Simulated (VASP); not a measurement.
# NbAs (I4_1md) in VASP: settings compared

NbAs is run at these levels: LDA, PBEsol; tasks: single point.

All numbers are computed with VASP 6.6.1; they aren't measurements. Logs are shortened: lines on timing, memory, paths and dates and some standing lists are left out, and cuts for length are marked.

### Step 1. The cell of the first run

Symmetry: I4_1md, No. 109, tetragonal system. The conventional cell has a = 3.381 Å, b = 3.381 Å, c = 11.442 Å, α = 90.00°, β = 90.00°, γ = 90.00°. Within 3.4 Å of Nb (site symmetry 2mm) lie 6 As at 2.54 to 2.58 Å and 8 Nb at 3.32 to 3.38 Å. As (site symmetry 2mm) has 6 Nb at 2.54 to 2.58 Å and 8 As at 3.32 to 3.38 Å within 3.4 Å.

### Step 2. Single point, LDA

Contents of INCAR:

```
SYSTEM = NbAs
ALGO = Normal
EDIFF = 1E-6
ENCUT = 520
GGA = CA
ISIF = 2
ISMEAR = -1
LASPH = .True.
LCHARG = .False.
LREAL = .False.
LWAVE = .False.
NBANDS = 26
NELM = 60
PREC = Accurate
SIGMA = 0.05
```

Contents of KPOINTS:

```
k-points
0
Gamma
  11 11 11
  0 0 0
```

Contents of POSCAR:

```
NbAs
1.0
   -1.6906186857      1.6906186857      5.7207828749
    1.6906186857     -1.6906186857      5.7207828749
    1.6906186857      1.6906186857     -5.7207828749
Nb As
2 2
Direct
    0.5000000000      0.0000000000      0.5000000000
    0.7500000000      0.7500000000      0.0000000000
    0.9160000000      0.4160000000      0.5000000000
    0.1660000000      0.1660000000      0.0000000000
```

Potentials or basis: VASP PAW LDA potentials, release 64 (Nb_sv, As).

Started as:

```sh
$ cat potpaw_LDA.64/Nb_sv/POTCAR potpaw_LDA.64/As/POTCAR > POTCAR
$ mpirun -np 1 vasp_std > vasp.out
```

OUTCAR:

```text
SYSTEM = NbAs
   EDIFF = 1E-6
   ENCUT = 520
   GGA = CA
   ISIF = 2
   ISMEAR = -1
   LASPH = .True.
   LREAL = .False.
   NELM = 60
   PREC = Accurate

 ion  position               nearest neighbor table
   1  0.500  0.000  0.500-   4 2.54   4 2.54   3 2.58   3 2.58   3 2.58   3 2.58
   2  0.750  0.750  0.000-   3 2.54   3 2.54   4 2.58   4 2.58   4 2.58   4 2.58
   3  0.916  0.416  0.500-   2 2.54   2 2.54   1 2.58   1 2.58   1 2.58   1 2.58
   4  0.166  0.166  0.000-   1 2.54   1 2.54   2 2.58   2 2.58   2 2.58   2 2.58

  LATTYP: Found a body centered tetragonal cell.
 ALAT       =     3.3812373714
 C/A-ratio  =     3.3838398471

  Lattice vectors:

 A1 = (  -1.6906186857,   1.6906186857,   5.7207828749)
 A2 = (   1.6906186857,  -1.6906186857,   5.7207828749)
 A3 = (   1.6906186857,   1.6906186857,  -5.7207828749)

Analysis of symmetry for initial positions (statically):
=====================================================================
 Subroutine PRICEL returns:
 Original cell was already a primitive cell.

 Routine SETGRP: Setting up the symmetry group for a
 body centered tetragonal supercell.

 Subroutine GETGRP returns: Found  8 space group operations
 (whereof  4 operations were pure point group operations)
 out of a pool of 16 trial point group operations.

The static configuration has the point symmetry C_2v.
 The point group associated with its full space group is C_4v.

Analysis of symmetry for dynamics (positions and initial velocities):
=====================================================================
 Subroutine PRICEL returns:
 Original cell was already a primitive cell.

 Routine SETGRP: Setting up the symmetry group for a
 body centered tetragonal supercell.

 Subroutine GETGRP returns: Found  8 space group operations
 (whereof  4 operations were pure point group operations)
 out of a pool of 16 trial point group operations.

The dynamic configuration has the point symmetry C_2v.
 The point group associated with its full space group is C_4v.

 Subroutine INISYM returns: Found  8 space group operations
 (whereof  4 operations are pure point group operations),
 and found     1 'primitive' translations

----------------------------------------------------------------------------------------

                                     Primitive cell

  volume of cell :      65.4044

  direct lattice vectors                    reciprocal lattice vectors
    -1.690618686  1.690618686  5.720782875     0.000000000  0.295749718  0.087400625
     1.690618686 -1.690618686  5.720782875     0.295749718  0.000000000  0.087400625
     1.690618686  1.690618686 -5.720782875     0.295749718  0.295749718  0.000000000

  length of vectors
     6.200301588  6.200301588  6.200301588     0.308393847  0.308393847  0.418253263

  position of ions in fractional coordinates (direct lattice)
     0.500000000  0.000000000  0.500000000
     0.750000000  0.750000000  0.000000000
     0.916000000  0.416000000  0.500000000
     0.166000000  0.166000000  0.000000000

  ion indices of the primitive-cell ions
   primitive index   ion index
                 1           1
                 2           2
                 3           3
                 4           4

----------------------------------------------------------------------------------------

 KPOINTS: k-points

Automatic generation of k-mesh.
 Grid dimensions read from file:
 generate k-points for:   11   11   11

 Generating k-lattice:

  Cartesian coordinates                     Fractional coordinates (reciprocal lattice)
     0.000000000  0.026886338  0.007945511     0.090909091 -0.000000000  0.000000000
     0.026886338  0.000000000  0.007945511    -0.000000000  0.090909091  0.000000000
     0.026886338  0.026886338  0.000000000     0.000000000  0.000000000  0.090909091

  Length of vectors
     0.028035804  0.028035804  0.038023024

  Shift w.r.t. Gamma in fractional coordinates (k-lattice)
     0.000000000  0.000000000  0.000000000

 Subroutine IBZKPT returns following result:
 ===========================================

 Found    126 irreducible k-points:

 Following reciprocal coordinates:
            Coordinates               Weight
  0.000000  0.000000  0.000000      1.000000
  0.090909 -0.000000  0.000000      8.000000
  0.181818 -0.000000  0.000000      8.000000
  0.272727 -0.000000  0.000000      8.000000
  0.363636  0.000000 -0.000000      8.000000
  0.454545 -0.000000  0.000000      8.000000
[... 16 lines left out ...]
 -0.272727  0.181818 -0.000000     16.000000
 -0.181818  0.181818  0.000000      4.000000
 [... further k-points ...]
   k-points           NKPTS =    126   k-points in BZ     NKDIM =    126   number of bands    NBANDS=     26
   number of dos      NEDOS =    301   number of ions     NIONS =      4
   total plane-waves  NPLWV = 110592
   dimension x,y,z NGX =    48 NGY =   48 NGZ =   48
   dimension x,y,z NGXF=    96 NGYF=   96 NGZF=   96
   ions per type =               2   2
   NGX,Y,Z   is equivalent  to a cutoff of  12.87, 12.87, 12.87 a.u.
   NGXF,Y,Z  is equivalent  to a cutoff of  25.74, 25.74, 25.74 a.u.
 SYSTEM =  NbAs
   PREC   = accura    normal or accurate (medium, high low for compatibility)
   ISTART =      0    job   : 0-new  1-cont  2-samecut
   ICHARG =      2    charge: 1-file 2-atom 10-const
   ISPIN  =      1    spin polarized calculation?
   LNONCOLLINEAR =      F non collinear calculations
   LSORBIT =      F    spin-orbit coupling
   LASPH  =      T    aspherical Exc in radial PAW
   ENCUT  =  520.0 eV  38.22 Ry    6.18 a.u.  11.53 11.53 11.53*2*pi/ulx,y,z
   NELM   =     60;   NELMIN=  2; NELMDL= -5     # of ELM steps
   EDIFF  = 0.1E-05   stopping-criterion for ELM
   LREAL  =      F    real-space projection
   EDIFFG = 0.1E-04   stopping-criterion for IOM
   NSW    =      0    number of steps for IOM
   IBRION =     -1    ionic relax: 0-MD 1-quasi-New 2-CG
   NFREE  =      0    steps in history (QN), initial steepest desc. (CG)
   ISIF   =      2    stress and relaxation
   ISYM   =      2    0-nonsym 1-usesym 2-fastsym
   POTIM  = 0.5000    time-step for ionic-motion
   TEBEG  =    0.0;   TEEND  =   0.0 temperature during run
   PSTRESS=    0.0 pullay stress
   NELECT =      36.0000    total number of electrons
   NUPDOWN=      -1.0000    fix difference up-down
   EMIN   =  10.00;   EMAX   =-10.00  energy-range for DOS
   EFERMI =   0.00;   METHOD = LEGACY
   ISMEAR =    -1;   SIGMA  =   0.05  broadening in eV -4-tet -1-fermi 0-gaus
   EFERMI_NEDOS =   21; number of points for ismear=-14 and -15
   IALGO  =     38    algorithm
   IMIX   =      4    mixing-type and parameters
     AMIX     =   0.40;   BMIX     =  1.00
     AMIX_MAG =   1.60;   BMIX_MAG =  1.00
  volume/ion in A,a.u.               =      16.35       110.34
  Fermi-wavevector in a.u.,A,eV,Ry     =   1.341653  2.535356 24.490917  1.800032
  Thomas-Fermi vector in A             =   2.469869
   LORBIT       =      0    0 simple, 1 ext, 2 COOP (PROOUT), +10 PAW based schemes
   GGA     = CA    functional components
   LHFCALC =     F    Hartree Fock is set to
   AEXX    =    0.0000 exact exchange contribution
   IVDW    =     0    specifies the selected vdW correction
   LEPSILON=     F    determine dielectric tensor
   LRPA    =     F    only Hartree local field effects (RPA)
 non-spin polarized calculation
  energy-cutoff  :      520.00
  volume of cell :       65.40
 maximum number of plane-waves:      1781
 NGX is ok and might be reduce to    48
   NGX = 23   NGY = 23   NGZ = 23

 number of electron      36.0000000 magnetization

 Free energy of the ion-electron system (eV)
  ---------------------------------------------------
  ext. energy  EPLUGINS =         0.00000000
  ---------------------------------------------------
  free energy    TOTEN  =       -36.32691750 eV

  energy without entropy =      -36.32100125  energy(sigma->0) =      -36.32395937

 E-fermi :  10.3775     XC(G=0): -12.3183

 val. band max:       10.3724415406   @ k =  -0.1818  -0.4545   0.1818
 cond. band min:      10.3972613938   @ k =  -0.1818   0.2727   0.1818
 fundamental gap:      0.0248198531
 Fermi energy:        10.3775386237

 k-point     1 :       0.0000    0.0000    0.0000
  band No.  band energies     occupation
      1     -44.2899      2.00000
      2     -44.2502      2.00000
      3     -20.7663      2.00000
      4     -20.5914      2.00000
      5     -20.5914      2.00000
      6     -20.4088      2.00000
[... 18 lines left out ...]
     25      14.6518      0.00000
     26      14.6531      0.00000

 k-point     2 :       0.0909   -0.0000    0.0000
  band No.  band energies     occupation
      1     -44.2880      2.00000
      2     -44.2495      2.00000
      3     -20.7585      2.00000
      4     -20.6132      2.00000
      5     -20.5894      2.00000
      6     -20.4305      2.00000
[... 18 lines left out ...]
     25      14.7288      0.00000
     26      15.0227      0.00000

 k-point     3 :       0.1818   -0.0000    0.0000
  band No.  band energies     occupation
      1     -44.2827      2.00000
      2     -44.2477      2.00000
      3     -20.7428      2.00000
      4     -20.6653      2.00000
      5     -20.5841      2.00000
      6     -20.4838      2.00000
[... 18 lines left out ...]
     25      15.0751      0.00000
     26      15.8547      0.00000

 k-point     4 :       0.2727   -0.0000    0.0000
  band No.  band energies     occupation
      1     -44.2755      2.00000
      2     -44.2456      2.00000
      3     -20.7735      2.00000
      4     -20.6812      2.00000
      5     -20.5770      2.00000
      6     -20.5470      2.00000
[... 18 lines left out ...]
     25      15.2068      0.00000
     26      16.6348      0.00000
[... 496 lines left out ...]
      1     -44.2634      2.00000
      2     -44.2395      2.00000
      3     -20.8237      2.00000
      4     -20.6743      2.00000
      5     -20.6276      2.00000
      6     -20.5829      2.00000
[... 18 lines left out ...]
     25      15.0033      0.00000
     26      16.8447      0.00000

 k-point    23 :      -0.2727    0.1818   -0.0000
  band No.  band energies     occupation
      1     -44.2703      2.00000
      2     -44.2411      2.00000
      3     -20.7601      2.00000
      4     -20.6879      2.00000
      5     -20.6352      2.00000
      6     -20.5404      2.00000
[... 18 lines left out ...]
     25      14.9950      0.00000
     26      16.4334      0.00000

 k-point    24 :      -0.1818    0.1818    0.0000
  band No.  band energies     occupation
      1     -44.2770      2.00000
      2     -44.2437      2.00000
      3     -20.7315      2.00000
      4     -20.6714      2.00000
      5     -20.6406      2.00000
      6     -20.4837      2.00000
[... 18 lines left out ...]
     25      14.5020      0.00000
     26      16.0329      0.00000

 [... further k-points ...]
[... 5 lines left out ...]
  --------------------------------------------------------------------------------------
  -------------------------------------------------------------------------------------
  Total        2.6172387      2.6172387      2.6749401      0.0000000      0.0000000      0.0000000
  in kB       64.1131530     64.1131530     65.5266339      0.0000000      0.0000000      0.0000000
  external PRESSURE =      64.5843133 kB  Pullay stress =       0.0000000 kB

 VOLUME and BASIS-vectors are now :
 -----------------------------------------------------------------------------
  energy-cutoff  :      520.00
  volume of cell :       65.40
      direct lattice vectors                 reciprocal lattice vectors
    -1.690618686  1.690618686  5.720782875     0.000000000  0.295749718  0.087400625
     1.690618686 -1.690618686  5.720782875     0.295749718  0.000000000  0.087400625
     1.690618686  1.690618686 -5.720782875     0.295749718  0.295749718  0.000000000

 POSITION                                       TOTAL-FORCE (eV/Angst)
 -----------------------------------------------------------------------------------
      0.00000      1.69062      0.00000         0.000000      0.000000     -0.361773
      0.00000      0.00000      8.58117        -0.000000     -0.000000     -0.361773
      0.00000      1.69062      4.75969        -0.000000     -0.000000      0.361773
      0.00000      0.00000      1.89930         0.000000      0.000000      0.361773
 -----------------------------------------------------------------------------------
    total drift:                               -0.000000     -0.000000     -0.000549

  FREE ENERGIE OF THE ION-ELECTRON SYSTEM (eV)
  ---------------------------------------------------
  free  energy   TOTEN  =       -36.3269175011 eV

  energy  without entropy=      -36.3210012463  energy(sigma->0) =      -36.32395937
```

Wall time 8.9 min (1 thread of AMD EPYC 7R43 (Zen 3), shared host); peak memory 0.35 GiB.

Results:

```yaml
Free_energy: -36.3269 eV
Pressure: 6.5 GPa
Largest_force: 0.362 eV/Å
Band_gap_on_the_k_mesh: 0.02 eV (least direct gap 0.08 eV)
```

Forces on the atoms (eV/Å):
```
Nb   0.000  0.000 -0.362
Nb   0.000  0.000 -0.362
As   0.000  0.000  0.362
As   0.000  0.000  0.362
```

Levels at points of the mesh, in eV from the valence-band top:
| k point | band 16 | band 17 | band 18 | band 19 | band 20 | band 21 |
| --- | --- | --- | --- | --- | --- | --- |
| (0.00, 0.00, 0.00) | -1.83 | -1.42 | -1.42 | 0.80 | 1.42 | 2.62 |

Caveat: the cell stands under pressure; an odd mesh through Γ misses points on the zone boundary, where band edges can lie.

### Step 3. Single point, PBEsol

This run uses another cell than the first one, of 15.61 Å³/atom.

Contents of INCAR:

```
SYSTEM = NbAs
ALGO = Normal ; EDIFF = 1E-6
ENCUT = 520 ; GGA = PS
ISIF = 2 ; ISMEAR = -1
LASPH = .True. ; LCHARG = .False.
LREAL = .False. ; LWAVE = .False.
NBANDS = 26 ; NELM = 60
PREC = Accurate ; SIGMA = 0.05
```

KPOINTS is that of step 2.

Contents of POSCAR:

```
NbAs
1.0
   -1.6783923165      1.6783923165      5.5416392733
    1.6783923165     -1.6783923165      5.5416392733
    1.6783923165      1.6783923165     -5.5416392733
Nb As
2 2
Direct
    0.4978076545     -0.0021923455      0.5000000000
    0.7478076545      0.7478076545      0.0000000000
    0.9181923455      0.4181923455      0.5000000000
    0.1681923455      0.1681923455      0.0000000000
```

Potentials or basis: VASP PAW PBE potentials, release 64 (Nb_sv, As).

Started as:

```sh
$ cat potpaw_PBE.64/Nb_sv/POTCAR potpaw_PBE.64/As/POTCAR > POTCAR
$ mpirun -np 1 vasp_std > vasp.out
```

OUTCAR:

```text
SYSTEM = NbAs
   EDIFF = 1E-6
   ENCUT = 520
   GGA = PS
   ISIF = 2
   ISMEAR = -1
   LASPH = .True.
   LREAL = .False.
   NELM = 60
   PREC = Accurate

 ion  position               nearest neighbor table
   1  0.498  0.998  0.500-   4 2.53   4 2.53   3 2.53   3 2.53   3 2.53   3 2.53
   2  0.748  0.748  0.000-   3 2.53   3 2.53   4 2.53   4 2.53   4 2.53   4 2.53
   3  0.918  0.418  0.500-   2 2.53   2 2.53   1 2.53   1 2.53   1 2.53   1 2.53
   4  0.168  0.168  0.000-   1 2.53   1 2.53   2 2.53   2 2.53   2 2.53   2 2.53

  LATTYP: Found a body centered tetragonal cell.
 ALAT       =     3.3567846330
 C/A-ratio  =     3.3017544342

  Lattice vectors:

 A1 = (  -1.6783923165,   1.6783923165,   5.5416392733)
 A2 = (   1.6783923165,  -1.6783923165,   5.5416392733)
 A3 = (   1.6783923165,   1.6783923165,  -5.5416392733)

Analysis of symmetry for initial positions (statically):
=====================================================================
 Subroutine PRICEL returns:
 Original cell was already a primitive cell.

 Routine SETGRP: Setting up the symmetry group for a
 body centered tetragonal supercell.

 Subroutine GETGRP returns: Found  8 space group operations
[... 166 lines left out ...]
  ---------------------------------------------------
  free energy    TOTEN  =       -34.75940178 eV

  energy without entropy =      -34.75401755  energy(sigma->0) =      -34.75670967

 E-fermi :  10.9496     XC(G=0): -12.5017

 val. band max:       10.9237448296   @ k =  -0.1818   0.2727   0.1818
 cond. band min:      10.9537146030   @ k =   0.4545   0.0000  -0.0000
 fundamental gap:      0.0299697734
 Fermi energy:        10.9495772436

 k-point     1 :       0.0000    0.0000    0.0000
  band No.  band energies     occupation
      1     -43.8202      2.00000
      2     -43.7656      2.00000
      3     -20.2179      2.00000
      4     -20.0140      2.00000
      5     -20.0140      2.00000
      6     -19.8245      2.00000
[... 685 lines left out ...]
     25      15.3115      0.00000
     26      16.9177      0.00000

 [... further k-points ...]
[... 5 lines left out ...]
  --------------------------------------------------------------------------------------
  -------------------------------------------------------------------------------------
  Total        7.9444223      7.9444223      7.8669426      0.0000000      0.0000000      0.0000000
  in kB      203.8391949    203.8391949    201.8512087      0.0000000      0.0000000      0.0000000
  external PRESSURE =     203.1765328 kB  Pullay stress =       0.0000000 kB

 VOLUME and BASIS-vectors are now :
 -----------------------------------------------------------------------------
  energy-cutoff  :      520.00
  volume of cell :       62.44
      direct lattice vectors                 reciprocal lattice vectors
    -1.678392317  1.678392317  5.541639273     0.000000000  0.297904128  0.090226010
     1.678392317 -1.678392317  5.541639273     0.297904128  0.000000000  0.090226010
     1.678392317  1.678392317 -5.541639273     0.297904128  0.297904128  0.000000000

 POSITION                                       TOTAL-FORCE (eV/Angst)
 -----------------------------------------------------------------------------------
      1.67839     -0.00000      5.51734        -0.000000      0.000000      0.002201
      0.00000      0.00000      8.28816         0.000000     -0.000000      0.002201
      0.00000      1.67839      4.63494         0.000000     -0.000000     -0.002201
      0.00000      0.00000      1.86412        -0.000000      0.000000     -0.002201
 -----------------------------------------------------------------------------------
    total drift:                               -0.000000     -0.000000      0.000119

  FREE ENERGIE OF THE ION-ELECTRON SYSTEM (eV)
  ---------------------------------------------------
  free  energy   TOTEN  =       -34.7594017821 eV

  energy  without entropy=      -34.7540175541  energy(sigma->0) =      -34.75670967
```

OSZICAR:

```text
N       E                     dE             d eps       ncg     rms          rms(c)
DAV:   1     0.360191009066E+03    0.36019E+03   -0.19084E+04  6560   0.139E+03
DAV:   2    -0.645101526552E+01   -0.36664E+03   -0.35643E+03  7854   0.510E+02
DAV:   3    -0.345702097347E+02   -0.28119E+02   -0.27635E+02 11992   0.107E+02
DAV:   4    -0.364119485842E+02   -0.18417E+01   -0.18314E+01  9744   0.220E+01
DAV:   5    -0.364662055498E+02   -0.54257E-01   -0.54208E-01 11124   0.416E+00    0.132E+01
DAV:   6    -0.347936161055E+02    0.16726E+01   -0.52031E+00  9996   0.170E+01    0.424E+00
DAV:   7    -0.347693528820E+02    0.24263E-01   -0.40643E-01  9976   0.354E+00    0.230E+00
DAV:   8    -0.347591650234E+02    0.10188E-01   -0.65704E-02 10272   0.158E+00    0.405E-01
DAV:   9    -0.347592955849E+02   -0.13056E-03   -0.36480E-03 10190   0.430E-01    0.237E-01
DAV:  10    -0.347594233662E+02   -0.12778E-03   -0.11081E-03  7766   0.321E-01    0.459E-02
DAV:  11    -0.347594042471E+02    0.19119E-04   -0.62523E-05 10316   0.709E-02    0.189E-02
DAV:  12    -0.347594026867E+02    0.15604E-05   -0.27295E-06  7480   0.173E-02    0.702E-03
DAV:  13    -0.347594017821E+02    0.90457E-06   -0.54508E-07  4524   0.785E-03
   1 F= -.34759402E+02 E0= -.34756710E+02  d E =-.538423E-02
```

Run time: 5.5 min. Hardware: 1 thread of Intel Xeon Platinum 8488C (Sapphire Rapids), shared host; peak memory 0.43 GiB.

What came out:

```yaml
Free_energy: -34.7594 eV
Pressure: 20.3 GPa
```

Forces on the atoms (eV/Å):
```
Nb   0.000  0.000  0.002
Nb   0.000  0.000  0.002
As   0.000  0.000 -0.002
As   0.000  0.000 -0.002
```

Levels at points of the mesh, in eV from the Fermi level:
```tsv
k point	band 16	band 17	band 18	band 19	band 20	band 21
(0.00, 0.00, 0.00)	-1.84	-1.49	-1.49	0.68	1.43	2.92
```

Caveat: the cell stands under pressure; the PAW data sets were made with another functional, which shifts forces and pressure a little.
